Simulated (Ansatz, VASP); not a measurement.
## K: VASP beside Ansatz

```
CELL_PARAMETERS angstrom
-2.81509 2.81509 2.81509
2.81509 -2.81509 2.81509
2.81509 2.81509 -2.81509
ATOMIC_POSITIONS crystal
K 0.00000 0.00000 0.00000
```

Alike in both runs: task single point; functional revPBE; k mesh 14 × 14 × 14; occupations fermi-dirac, width 0.1 eV; no spin polarisation.

|  | VASP | Ansatz |
| --- | --- | --- |
| version | VASP 6.6.1 | Ansatz 0.2.0 |
| potentials or method | VASP PAW PBE potentials, release 64 (K_sv), cutoff 520 eV | plane waves (420 eV) with PAW, scalar-relativistic |
| valence electrons in the cell | 9 | 9 |

|  | VASP | Ansatz | Ansatz less VASP |
| --- | --- | --- | --- |
| pressure (GPa) | -0.3 | -0.3 | +0.01 |

VASP's potentials were made for PBE, not for revPBE.
